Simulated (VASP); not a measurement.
# Li3HF2 (P-3m1) in VASP: notebook

Runs on Li3HF2. Level: PBE. Tasks: single point, relaxation of cell and atoms.

All numbers are computed with VASP 6.6.1; they aren't measurements. Logs are shortened: lines on timing, memory, paths and dates and some standing lists are left out, and cuts for length are marked.

### 1 The cell of the first run

Symmetry: P-3m1, No. 164, trigonal system. The conventional cell has a = 2.867 Å, b = 2.867 Å, c = 14.065 Å, α = 90.00°, β = 90.00°, γ = 120.00°. Li (site symmetry 3m) has 3 F at 2.03 Å and 3 H at 2.04 Å within 2.7 Å. Within 2.7 Å of Li (site symmetry 3m) lie 6 F at 2.03 Å. Within 2.7 Å of Li (site symmetry -3m) lie 6 F at 2.03 Å. Within 2.7 Å of Li (site symmetry -3m) lie 6 H at 2.02 Å. F (site symmetry 3m) has 6 Li at 2.03 Å within 2.7 Å. F (site symmetry 3m) has 6 Li at 2.03 Å within 2.7 Å. H (site symmetry 3m) has 6 Li at 2.02 to 2.04 Å within 2.7 Å.

### 2 Single point, PBE

File INCAR:

```
PREC = Accurate
ENCUT = 520
EDIFF = 1E-7
ISMEAR = 0
SIGMA = 0.02
LREAL = F
LASPH = T
NELM = 80
ALGO = Normal
ISIF = 2
LWAVE = F
LCHARG = F
GGA = PE
NBANDS = 36
```

File KPOINTS:

```
Automatic mesh
0
Gamma
  9 9 2
```

File POSCAR:

```
Li3HF2
1.0
    2.8671930020      0.0000000000      0.0000000000
   -1.4335965010      2.4830619773      0.0000000000
    0.0000000000      0.0000000000     14.0652493320
Li F H
6 4 2
Direct
    0.0000000000      0.0000000000     -0.0004015073
    0.3333333333      0.6666666667      0.1661278362
    0.6666666667      0.3333333333      0.3333333333
    1.0000000000      1.0000000000      0.5005388305
    0.3333333333      0.6666666667      0.6670681740
    0.6666666667      0.3333333333      0.8333333333
    1.0000000000      1.0000000000      0.2497423390
    0.6666666667      0.3333333333      0.0826764429
    0.3333333333      0.6666666667      0.4169243277
    0.6666666667      0.3333333333      0.5839902238
    0.0000000000      0.0000000000      0.7515359810
    0.3333333333      0.6666666667      0.9151306857
```

Potentials or basis: VASP PAW PBE potentials, release 64 (Li_sv, F, H).

On the command line:

```sh
> cat potpaw_PBE.64/Li_sv/POTCAR potpaw_PBE.64/F/POTCAR potpaw_PBE.64/H/POTCAR > POTCAR
> mpirun -np 1 vasp_std > vasp.out
```

OUTCAR:

```text
PREC = Accurate
   ENCUT = 520
   EDIFF = 1E-7
   ISMEAR = 0
   LREAL = F
   LASPH = T
   NELM = 80
   ISIF = 2
   GGA = PE

 ion  position               nearest neighbor table
   1  0.000  0.000  1.000-   8 2.03   8 2.03   8 2.03
   2  0.333  0.667  0.166-   8 2.03   8 2.03   8 2.03   7 2.03   7 2.03   7 2.03
   3  0.667  0.333  0.333-   7 2.03   7 2.03   7 2.03   9 2.03   9 2.03   9 2.03
   4  0.000  0.000  0.501-  10 2.03  10 2.03  10 2.03   9 2.03   9 2.03   9 2.03
   5  0.333  0.667  0.667-  10 2.03  10 2.03  10 2.03
   6  0.667  0.333  0.833-
   7  0.000  0.000  0.250-   3 2.03   3 2.03   3 2.03   2 2.03   2 2.03   2 2.03
   8  0.667  0.333  0.083-   1 2.03   1 2.03   1 2.03   2 2.03   2 2.03   2 2.03
   9  0.333  0.667  0.417-   3 2.03   3 2.03   3 2.03   4 2.03   4 2.03   4 2.03
  10  0.667  0.333  0.584-   5 2.03   5 2.03   5 2.03   4 2.03   4 2.03   4 2.03
  11  0.000  0.000  0.752-
  12  0.333  0.667  0.915-

  LATTYP: Found a hexagonal cell.
 ALAT       =     2.8671930020
 C/A-ratio  =     4.9055816341

  Lattice vectors:

 A1 = (   2.8671930020,   0.0000000000,   0.0000000000)
 A2 = (  -1.4335965010,   2.4830619773,   0.0000000000)
 A3 = (   0.0000000000,   0.0000000000,  14.0652493320)

Analysis of symmetry for initial positions (statically):
=====================================================================
 Subroutine PRICEL returns:
 Original cell was already a primitive cell.

 Routine SETGRP: Setting up the symmetry group for a
 hexagonal supercell.

 Subroutine GETGRP returns: Found 12 space group operations
 (whereof  6 operations were pure point group operations)
 out of a pool of 24 trial point group operations.

The static configuration has the point symmetry C_3v.
 The point group associated with its full space group is D_3d.

Analysis of symmetry for dynamics (positions and initial velocities):
=====================================================================
 Subroutine PRICEL returns:
 Original cell was already a primitive cell.

 Routine SETGRP: Setting up the symmetry group for a
 hexagonal supercell.

 Subroutine GETGRP returns: Found 12 space group operations
 (whereof  6 operations were pure point group operations)
 out of a pool of 24 trial point group operations.

The dynamic configuration has the point symmetry C_3v.
 The point group associated with its full space group is D_3d.
[... 126 lines left out ...]
   POTIM  = 0.5000    time-step for ionic-motion
   TEBEG  =    0.0;   TEEND  =   0.0 temperature during run
   PSTRESS=    0.0 pullay stress
   NELECT =      48.0000    total number of electrons
   NUPDOWN=      -1.0000    fix difference up-down
   EMIN   =  10.00;   EMAX   =-10.00  energy-range for DOS
   EFERMI =   0.00;   METHOD = LEGACY
   ISMEAR =     0;   SIGMA  =   0.02  broadening in eV -4-tet -1-fermi 0-gaus
   EFERMI_NEDOS =   21; number of points for ismear=-14 and -15
   IALGO  =     38    algorithm
   IMIX   =      4    mixing-type and parameters
     AMIX     =   0.40;   BMIX     =  1.00
     AMIX_MAG =   1.60;   BMIX_MAG =  1.00
  volume/ion in A,a.u.               =       8.34        56.31
  Fermi-wavevector in a.u.,A,eV,Ry     =   1.281223  2.421160 22.334391  1.641531
  Thomas-Fermi vector in A             =   2.413605
   LORBIT       =      0    0 simple, 1 ext, 2 COOP (PROOUT), +10 PAW based schemes
   GGA     = PE    functional components
   LHFCALC =     F    Hartree Fock is set to
   AEXX    =    0.0000 exact exchange contribution
   IVDW    =     0    specifies the selected vdW correction
   LEPSILON=     F    determine dielectric tensor
   LRPA    =     F    only Hartree local field effects (RPA)
 non-spin polarized calculation
 Gauss-broadening in eV      SIGMA  =   0.02
  energy-cutoff  :      520.00
  volume of cell :      100.14
 maximum number of plane-waves:      2741
 NGX is ok and might be reduce to    24
   NGX = 11   NGY = 11   NGZ = 53

 number of electron      47.9999927 magnetization

 Free energy of the ion-electron system (eV)
  ---------------------------------------------------
  ext. energy  EPLUGINS =         0.00000000
  ---------------------------------------------------
  free energy    TOTEN  =       -50.74671624 eV

  energy without entropy =      -50.74671624  energy(sigma->0) =      -50.74671624

 E-fermi :   1.2870     XC(G=0):  -9.3820

 val. band max:        1.1023764301   @ k =   0.3333   0.2222   0.5000
 cond. band min:       5.9243141648   @ k =   0.4444  -0.0000   0.0000
 fundamental gap:      4.8219377347
 Fermi energy:         1.2869765558

 k-point     1 :       0.0000    0.0000    0.0000
  band No.  band energies     occupation
      1     -43.0157      2.00000
      2     -42.9983      2.00000
      3     -42.9790      2.00000
      4     -42.8242      2.00000
      5     -42.8235      2.00000
      6     -42.4992      2.00000
[... 925 lines left out ...]
     35      12.9943      0.00000
     36      12.9943      0.00000

------------------------ aborting loop because EDIFF is reached ----------------------------------------

  FORCE on cell =-STRESS in cart. coord.  units (eV):
  Direction    XX          YY          ZZ          XY          YZ          ZX
  --------------------------------------------------------------------------------------
  -------------------------------------------------------------------------------------
  Total       -0.2256975     -0.2256975     -0.2264175      0.0000000      0.0000000      0.0000000
  in kB       -3.6111489     -3.6111489     -3.6226695      0.0000000      0.0000000      0.0000000
  external PRESSURE =      -3.6149891 kB  Pullay stress =       0.0000000 kB

 VOLUME and BASIS-vectors are now :
 -----------------------------------------------------------------------------
  energy-cutoff  :      520.00
  volume of cell :      100.14
      direct lattice vectors                 reciprocal lattice vectors
     2.867193002  0.000000000  0.000000000     0.348773173  0.201364285  0.000000000
    -1.433596501  2.483061977  0.000000000     0.000000000  0.402728570  0.000000000
     0.000000000  0.000000000 14.065249332     0.000000000  0.000000000  0.071097211

 POSITION                                       TOTAL-FORCE (eV/Angst)
 -----------------------------------------------------------------------------------
      0.00000      0.00000     14.05960         0.000000     -0.000000     -0.001448
     -0.00000      1.65537      2.33663         0.000000      0.000000     -0.000041
      1.43360      0.82769      4.68842         0.000000      0.000000      0.000000
      0.00000      0.00000      7.04020        -0.000000     -0.000000      0.000041
     -0.00000      1.65537      9.38248        -0.000000      0.000000      0.001448
      1.43360      0.82769     11.72104        -0.000000      0.000000      0.000000
      0.00000      0.00000      3.51269         0.000000      0.000000     -0.000221
      1.43360      0.82769      1.16286        -0.000000     -0.000000     -0.000116
     -0.00000      1.65537      5.86414        -0.000000      0.000000      0.000221
      1.43360      0.82769      8.21397         0.000000      0.000000      0.000116
      0.00000      0.00000     10.57054         0.000000      0.000000     -0.000207
     -0.00000      1.65537     12.87154         0.000000      0.000000      0.000207
 -----------------------------------------------------------------------------------
    total drift:                               -0.000000      0.000000      0.000000

  FREE ENERGIE OF THE ION-ELECTRON SYSTEM (eV)
  ---------------------------------------------------
  free  energy   TOTEN  =       -50.7467162410 eV

  energy  without entropy=      -50.7467162410  energy(sigma->0) =      -50.74671624
```

It took 91 s on 1 thread of Intel Xeon Platinum 8488C (Sapphire Rapids), shared host; peak memory 0.25 GiB.

What came out:

```
Free energy            : -50.7467 eV
Band gap on the k mesh : 4.82 eV (least direct gap 4.91 eV)
```

Caveat: the cutoff is under 1.25 times the usual one of these potentials, so pressure, stress and relaxed cells hold a basis-set (Pulay) error; an odd mesh through Γ misses points on the zone boundary, where band edges can lie.

### 3 Relaxation of cell and atoms, PBE

This run uses another cell than the first one, of 8.29 Å³/atom.

File INCAR:

```
PREC = Accurate
ENCUT = 600
EDIFF = 1E-7
ISMEAR = 0
SIGMA = 0.02
LREAL = F
LASPH = T
NELM = 80
ALGO = Normal
ISIF = 3
LWAVE = F
LCHARG = F
GGA = PE
IBRION = 2
NSW = 65
EDIFFG = -0.01
```

KPOINTS is that of step 2.

File POSCAR:

```
Li3HF2
1.0
    2.8619289256      0.0000000000      0.0000000000
   -1.4309644628      2.4785031534      0.0000000000
    0.0000000000      0.0000000000     14.0205310955
Li F H
6 4 2
Direct
    0.0000000000      0.0000000000      0.0000000000
    0.3333333333      0.6666666667      0.1666666667
    0.6666666667      0.3333333333      0.3333333333
    1.0000000000      1.0000000000      0.5000000000
    0.3333333333      0.6666666667      0.6666666667
    0.6666666667      0.3333333333      0.8333333333
    1.0000000000      1.0000000000      0.2500000000
    0.6666666667      0.3333333333      0.0833333333
    0.3333333333      0.6666666667      0.4166666667
    0.6666666667      0.3333333333      0.5833333333
    0.0000000000      0.0000000000      0.7500000000
    0.3333333333      0.6666666667      0.9166666667
```

Potentials or basis: VASP PAW PBE potentials, release 64 (Li_sv, F, H).

On the command line:

```sh
> cat potpaw_PBE.64/Li_sv/POTCAR potpaw_PBE.64/F/POTCAR potpaw_PBE.64/H/POTCAR > POTCAR
> mpirun -np 1 vasp_std > vasp.out
```

Wall time 11 min (1 thread of Intel Xeon Platinum 8488C (Sapphire Rapids), shared host); peak memory 0.27 GiB.

The run converged. Its results:

| Quantity | Value |
| --- | --- |
| Free energy | -50.7557 eV |
| Relaxed volume | 8.26 Å³/atom |
| Relaxed cell | a = 2.858 Å, b = 2.858 Å, c = 14.020 Å, α = 90.00°, β = 90.00°, γ = 120.00° |
| Space group after relaxing (to 0.1 Å) | P-3m1 (No. 164) |
| Energy gained by relaxing | 0.2 meV/atom |
| Ionic steps | 9 |
| Pressure after relaxing | 0.0 GPa |
| Largest force after relaxing | 0.009 eV/Å |
| Band gap on the k mesh | 4.84 eV (least direct gap 4.92 eV) |

Forces in eV/Å, atoms in the order of the input:
```
Li   0.000  0.000 -0.001
Li   0.000  0.000 -0.009
Li   0.000  0.000  0.000
Li   0.000  0.000  0.009
Li   0.000  0.000  0.001
Li   0.000  0.000  0.000
F    0.000  0.000 -0.007
F    0.000  0.000 -0.004
F    0.000  0.000  0.007
F    0.000  0.000  0.004
H    0.000  0.000 -0.001
H    0.000  0.000  0.001
```

The path:
```
step  energy change (eV)  largest force (eV/Å)  pressure (GPa)  volume (Å³)
   1              0.0000                0.0795           -0.13        99.45
   2             -0.0007                0.0609           -0.07        99.35
   3             -0.0012                0.0611            0.11        99.06
   4             -0.0014                0.0392            0.05        99.15
   5             -0.0016                0.0282            0.03        99.17
   6             -0.0018                0.0268            0.00        99.19
   7             -0.0019                0.0161           -0.01        99.20
   8             -0.0020                0.0203           -0.04        99.22
   9             -0.0021                0.0088           -0.01        99.16
```

Final structure:
```yaml
crystal:
  lattice:
    - [2.85784, 0.00000, 0.00000]
    - [-1.42892, 2.47496, 0.00000]
    - [0.00000, 0.00000, 14.02009]
  atoms:
    - { symbol: Li, position: [0.00000, 0.00000, 0.99950] }
    - { symbol: Li, position: [0.33333, 0.66667, 0.16626] }
    - { symbol: Li, position: [0.66667, 0.33333, 0.33333] }
    - { symbol: Li, position: [0.00000, 0.00000, 0.50040] }
    - { symbol: Li, position: [0.33333, 0.66667, 0.66717] }
    - { symbol: Li, position: [0.66667, 0.33333, 0.83333] }
    - { symbol: F, position: [0.00000, 0.00000, 0.24986] }
    - { symbol: F, position: [0.66667, 0.33333, 0.08271] }
    - { symbol: F, position: [0.33333, 0.66667, 0.41681] }
    - { symbol: F, position: [0.66667, 0.33333, 0.58396] }
    - { symbol: H, position: [0.00000, 0.00000, 0.75161] }
    - { symbol: H, position: [0.33333, 0.66667, 0.91506] }
```

Levels at points of the mesh, in eV from the valence-band top:
```tsv
k point	band 22	band 23	band 24	band 25	band 26	band 27
(0.00, 0.00, 0.00)	-3.17	-3.17	-2.38	5.65	6.52	6.67
(0.00, 0.00, 0.50)	-3.17	-3.17	-2.42	5.86	6.01	7.10
```

Caveat: the cutoff is under 1.25 times the usual one of these potentials, so pressure, stress and relaxed cells hold a basis-set (Pulay) error; an odd mesh through Γ misses points on the zone boundary, where band edges can lie.
